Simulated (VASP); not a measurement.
# BaS in VASP: settings compared

BaS is run at these levels: PBE, r2SCAN; tasks: single point.

Program: VASP 6.6.1. These are calculated values, not measurements. Logs are shortened: lines on timing, memory, paths and dates and some standing lists are left out, and cuts for length are marked.

### Step 1. The cell of the first run

The typed cell holds 4 atoms: a = 5.381 Å, b = 5.381 Å, c = 6.384 Å, α = 90.00°, β = 90.00°, γ = 120.00°.

### Step 2. Single point, PBE

Contents of INCAR:

```
PREC = Accurate ; ENCUT = 520
EDIFF = 1E-6 ; ISMEAR = 0
SIGMA = 0.02 ; LREAL = False
LASPH = True ; NELM = 60
ALGO = Normal ; ISIF = 2
LWAVE = False ; LCHARG = False
GGA = PE ; NBANDS = 24
```

Contents of KPOINTS:

```
regular mesh
0
Gamma
  6 6 4
```

Contents of POSCAR:

```
BaS
1.0
    5.3813150886      0.0000000000      0.0000000000
   -2.6906575443      4.6603555725      0.0000000000
    0.0000000000      0.0000000000      6.3841780166
Ba S
2 2
Direct
    0.3333333333      0.6666666667      0.4365517913
    0.6666666667      0.3333333333      0.9365517913
    0.3333333333      0.6666666667     -0.0634168613
    0.6666666667      0.3333333333      0.4365831387
```

Potentials or basis: VASP PAW PBE potentials, release 64 (Ba_sv, S).

On the command line:

```sh
$ cat potpaw_PBE.64/Ba_sv/POTCAR potpaw_PBE.64/S/POTCAR > POTCAR
$ mpirun -np 1 vasp_std > vasp.out
```

OUTCAR:

```text
PREC = Accurate
   ENCUT = 520
   EDIFF = 1E-6
   ISMEAR = 0
   LREAL = False
   LASPH = True
   NELM = 60
   ISIF = 2
   GGA = PE

 ion  position               nearest neighbor table
   1  0.333  0.667  0.437-   4 3.11   4 3.11   4 3.11   3 3.19   3 3.19   2 4.45   2 4.45   2 4.45
                             2 4.45   2 4.45   2 4.45
   2  0.667  0.333  0.937-   3 3.11   3 3.11   3 3.11   4 3.19   4 3.19   1 4.45   1 4.45   1 4.45
                             1 4.45   1 4.45   1 4.45
   3  0.333  0.667  0.937-   2 3.11   2 3.11   2 3.11   1 3.19   1 3.19
   4  0.667  0.333  0.437-   1 3.11   1 3.11   1 3.11   2 3.19   2 3.19

  LATTYP: Found a hexagonal cell.
 ALAT       =     5.3813150886
 C/A-ratio  =     1.1863601948

  Lattice vectors:

 A1 = (   5.3813150886,   0.0000000000,   0.0000000000)
 A2 = (  -2.6906575443,   4.6603555725,   0.0000000000)
 A3 = (   0.0000000000,   0.0000000000,   6.3841780166)

Analysis of symmetry for initial positions (statically):
=====================================================================
 Subroutine PRICEL returns:
 Original cell was already a primitive cell.

 Routine SETGRP: Setting up the symmetry group for a
 hexagonal supercell.

 Subroutine GETGRP returns: Found 12 space group operations
 (whereof  6 operations were pure point group operations)
 out of a pool of 24 trial point group operations.

The static configuration has the point symmetry C_3v.
 The point group associated with its full space group is C_6v.

Analysis of symmetry for dynamics (positions and initial velocities):
=====================================================================
 Subroutine PRICEL returns:
 Original cell was already a primitive cell.

 Routine SETGRP: Setting up the symmetry group for a
 hexagonal supercell.

 Subroutine GETGRP returns: Found 12 space group operations
 (whereof  6 operations were pure point group operations)
 out of a pool of 24 trial point group operations.

The dynamic configuration has the point symmetry C_3v.
 The point group associated with its full space group is C_6v.

 Subroutine INISYM returns: Found 12 space group operations
 (whereof  6 operations are pure point group operations),
 and found     1 'primitive' translations

----------------------------------------------------------------------------------------

                                     Primitive cell

  volume of cell :     160.1078

  direct lattice vectors                    reciprocal lattice vectors
     5.381315089  0.000000000  0.000000000     0.185828182  0.107287951  0.000000000
    -2.690657544  4.660355573  0.000000000     0.000000000  0.214575902  0.000000000
     0.000000000  0.000000000  6.384178017     0.000000000  0.000000000  0.156637236

  length of vectors
     5.381315089  5.381315089  6.384178017     0.214575902  0.214575902  0.156637236

  position of ions in fractional coordinates (direct lattice)
     0.333333333  0.666666667  0.436551791
     0.666666667  0.333333333  0.936551791
     0.333333333  0.666666667  0.936583139
     0.666666667  0.333333333  0.436583139

  ion indices of the primitive-cell ions
   primitive index   ion index
                 1           1
                 2           2
                 3           3
                 4           4

----------------------------------------------------------------------------------------

 KPOINTS: regular mesh

Automatic generation of k-mesh.
 Grid dimensions read from file:
 generate k-points for:    6    6    4

 Generating k-lattice:

  Cartesian coordinates                     Fractional coordinates (reciprocal lattice)
     0.030971364  0.017881325  0.000000000     0.166666667  0.000000000  0.000000000
     0.000000000  0.035762650  0.000000000     0.000000000  0.166666667  0.000000000
     0.000000000  0.000000000  0.039159309     0.000000000  0.000000000  0.250000000

  Length of vectors
     0.035762650  0.035762650  0.039159309

  Shift w.r.t. Gamma in fractional coordinates (k-lattice)
     0.000000000  0.000000000  0.000000000

 Subroutine IBZKPT returns following result:
 ===========================================

 Found     21 irreducible k-points:

 Following reciprocal coordinates:
            Coordinates               Weight
  0.000000  0.000000  0.000000      1.000000
  0.166667  0.000000  0.000000      6.000000
  0.333333  0.000000  0.000000      6.000000
  0.500000  0.000000  0.000000      3.000000
  0.166667  0.166667  0.000000      6.000000
  0.333333  0.166667  0.000000     12.000000
[... 13 lines left out ...]
  0.333333  0.166667  0.500000     12.000000
  0.333333  0.333333  0.500000      2.000000
   k-points           NKPTS =     21   k-points in BZ     NKDIM =     21   number of bands    NBANDS=     24
   number of dos      NEDOS =    301   number of ions     NIONS =      4
   total plane-waves  NPLWV =  76800
   dimension x,y,z NGX =    40 NGY =   40 NGZ =   48
   dimension x,y,z NGXF=    80 NGYF=   80 NGZF=   96
   ions per type =               2   2
   NGX,Y,Z   is equivalent  to a cutoff of  12.36, 12.36, 12.50 a.u.
   NGXF,Y,Z  is equivalent  to a cutoff of  24.71, 24.71, 25.00 a.u.
 SYSTEM =  unknown system
   PREC   = accura    normal or accurate (medium, high low for compatibility)
   ISTART =      0    job   : 0-new  1-cont  2-samecut
   ICHARG =      2    charge: 1-file 2-atom 10-const
   ISPIN  =      1    spin polarized calculation?
   LNONCOLLINEAR =      F non collinear calculations
   LSORBIT =      F    spin-orbit coupling
   LASPH  =      T    aspherical Exc in radial PAW
   ENCUT  =  520.0 eV  38.22 Ry    6.18 a.u.  10.01 10.01 11.87*2*pi/ulx,y,z
   NELM   =     60;   NELMIN=  2; NELMDL= -5     # of ELM steps
   EDIFF  = 0.1E-05   stopping-criterion for ELM
   LREAL  =      F    real-space projection
   EDIFFG = 0.1E-04   stopping-criterion for IOM
   NSW    =      0    number of steps for IOM
   IBRION =     -1    ionic relax: 0-MD 1-quasi-New 2-CG
   NFREE  =      0    steps in history (QN), initial steepest desc. (CG)
   ISIF   =      2    stress and relaxation
   ISYM   =      2    0-nonsym 1-usesym 2-fastsym
   POTIM  = 0.5000    time-step for ionic-motion
   TEBEG  =    0.0;   TEEND  =   0.0 temperature during run
   PSTRESS=    0.0 pullay stress
   NELECT =      32.0000    total number of electrons
   NUPDOWN=      -1.0000    fix difference up-down
   EMIN   =  10.00;   EMAX   =-10.00  energy-range for DOS
   EFERMI =   0.00;   METHOD = LEGACY
   ISMEAR =     0;   SIGMA  =   0.02  broadening in eV -4-tet -1-fermi 0-gaus
   EFERMI_NEDOS =   21; number of points for ismear=-14 and -15
   IALGO  =     38    algorithm
   IMIX   =      4    mixing-type and parameters
     AMIX     =   0.40;   BMIX     =  1.00
     AMIX_MAG =   1.60;   BMIX_MAG =  1.00
  volume/ion in A,a.u.               =      40.03       270.12
  Fermi-wavevector in a.u.,A,eV,Ry     =   0.957166  1.808782 12.465210  0.916167
  Thomas-Fermi vector in A             =   2.086160
   LORBIT       =      0    0 simple, 1 ext, 2 COOP (PROOUT), +10 PAW based schemes
   GGA     = PE    functional components
   LHFCALC =     F    Hartree Fock is set to
   AEXX    =    0.0000 exact exchange contribution
   IVDW    =     0    specifies the selected vdW correction
   LEPSILON=     F    determine dielectric tensor
   LRPA    =     F    only Hartree local field effects (RPA)
 non-spin polarized calculation
 Gauss-broadening in eV      SIGMA  =   0.02
  energy-cutoff  :      520.00
  volume of cell :      160.11
 maximum number of plane-waves:      4344
   NGX = 21   NGY = 21   NGZ = 23

 number of electron      31.9999998 magnetization

 Free energy of the ion-electron system (eV)
  ---------------------------------------------------
  ext. energy  EPLUGINS =         0.00000000
  ---------------------------------------------------
  free energy    TOTEN  =       -19.98556162 eV

  energy without entropy =      -19.98556162  energy(sigma->0) =      -19.98556162

 E-fermi :   0.5558     XC(G=0):  -7.5268

 val. band max:        0.4633801153   @ k =   0.0000   0.0000   0.0000
 cond. band min:       2.9329019309   @ k =   0.3333   0.3333   0.0000
 fundamental gap:      2.4695218156
 Fermi energy:         0.5558290862

 k-point     1 :       0.0000    0.0000    0.0000
  band No.  band energies     occupation
      1     -25.8069      2.00000
      2     -25.7556      2.00000
      3     -11.2739      2.00000
      4     -11.1208      2.00000
      5     -11.1208      2.00000
      6     -10.9658      2.00000
[... 16 lines left out ...]
     23       6.3371      0.00000
     24       6.9797      0.00000

 k-point     2 :       0.1667    0.0000    0.0000
  band No.  band energies     occupation
      1     -25.8029      2.00000
      2     -25.7576      2.00000
      3     -11.2548      2.00000
      4     -11.2481      2.00000
      5     -11.1359      2.00000
      6     -11.1326      2.00000
[... 16 lines left out ...]
     23       6.3829      0.00000
     24       6.6005      0.00000

 k-point     3 :       0.3333    0.0000    0.0000
  band No.  band energies     occupation
      1     -25.7930      2.00000
      2     -25.7634      2.00000
      3     -11.4634      2.00000
      4     -11.3739      2.00000
      5     -11.1820      2.00000
      6     -11.1641      2.00000
[... 16 lines left out ...]
     23       6.2470      0.00000
     24       6.2835      0.00000
[... 433 lines left out ...]
 k-point    20 :       0.3333    0.1667    0.5000
  band No.  band energies     occupation
      1     -25.7767      2.00000
      2     -25.7767      2.00000
      3     -11.7791      2.00000
      4     -11.7791      2.00000
      5     -11.0886      2.00000
      6     -11.0886      2.00000
[... 16 lines left out ...]
     23       6.5427      0.00000
     24       6.5427      0.00000

 k-point    21 :       0.3333    0.3333    0.5000
  band No.  band energies     occupation
      1     -25.7762      2.00000
      2     -25.7762      2.00000
      3     -11.8103      2.00000
      4     -11.8103      2.00000
      5     -11.1073      2.00000
      6     -11.1073      2.00000
[... 16 lines left out ...]
     23       6.5782      0.00000
     24       6.5782      0.00000

------------------------ aborting loop because EDIFF is reached ----------------------------------------

  FORCE on cell =-STRESS in cart. coord.  units (eV):
  Direction    XX          YY          ZZ          XY          YZ          ZX
  --------------------------------------------------------------------------------------
  -------------------------------------------------------------------------------------
  Total        0.4224633      0.4224633      0.5184526      0.0000000      0.0000000     -0.0000000
  in kB        4.2275336      4.2275336      5.1880863      0.0000000      0.0000000     -0.0000000
  external PRESSURE =       4.5477178 kB  Pullay stress =       0.0000000 kB

 VOLUME and BASIS-vectors are now :
 -----------------------------------------------------------------------------
  energy-cutoff  :      520.00
  volume of cell :      160.11
      direct lattice vectors                 reciprocal lattice vectors
     5.381315089  0.000000000  0.000000000     0.185828182  0.107287951  0.000000000
    -2.690657544  4.660355573  0.000000000     0.000000000  0.214575902  0.000000000
     0.000000000  0.000000000  6.384178017     0.000000000  0.000000000  0.156637236

 POSITION                                       TOTAL-FORCE (eV/Angst)
 -----------------------------------------------------------------------------------
     -0.00000      3.10690      2.78702         0.000000      0.000000      0.000384
      2.69066      1.55345      5.97911        -0.000000      0.000000      0.000384
     -0.00000      3.10690      5.97931         0.000000      0.000000     -0.000384
      2.69066      1.55345      2.78722        -0.000000     -0.000000     -0.000384
 -----------------------------------------------------------------------------------
    total drift:                                0.000000     -0.000000     -0.000011

  FREE ENERGIE OF THE ION-ELECTRON SYSTEM (eV)
  ---------------------------------------------------
  free  energy   TOTEN  =       -19.9855616193 eV

  energy  without entropy=      -19.9855616193  energy(sigma->0) =      -19.98556162
```

Run time: 62 s. Hardware: 1 thread of Intel Xeon Platinum 8488C (Sapphire Rapids), shared host; peak memory 0.29 GiB.

Results:

| Property | Result |
| --- | --- |
| Free energy | -19.9856 eV |
| Pressure | 0.5 GPa |
| Band gap on the k mesh | 2.47 eV (least direct gap 2.61 eV) |

Stress tensor (GPa, compression positive):
```
0.42 0.00 0.00
0.00 0.42 0.00
0.00 0.00 0.52
```

Levels at points of the mesh, in eV from the valence-band top:
| k point | band 12 | band 13 | band 14 | band 15 | band 16 | band 17 | band 18 | band 19 | band 20 | band 21 |
| --- | --- | --- | --- | --- | --- | --- | --- | --- | --- | --- |
| (0.00, 0.00, 0.00) | -0.94 | -0.88 | -0.88 | -0.43 | 0.00 | 2.77 | 3.68 | 3.68 | 4.79 | 5.52 |
| (0.50, 0.00, 0.00) | -0.86 | -0.49 | -0.41 | -0.34 | -0.32 | 3.09 | 3.40 | 3.51 | 5.03 | 5.22 |
| (0.00, 0.00, 0.50) | -1.24 | -1.01 | -1.01 | -1.01 | -1.01 | 3.77 | 3.77 | 5.45 | 5.45 | 5.45 |
| (0.50, 0.00, 0.50) | -1.53 | -0.86 | -0.86 | -0.52 | -0.52 | 3.88 | 3.88 | 4.93 | 4.93 | 5.59 |

Caveat: spin-orbit coupling is left out, which moves the levels of the heavy elements.

(Part 1 of 2 ends here.)
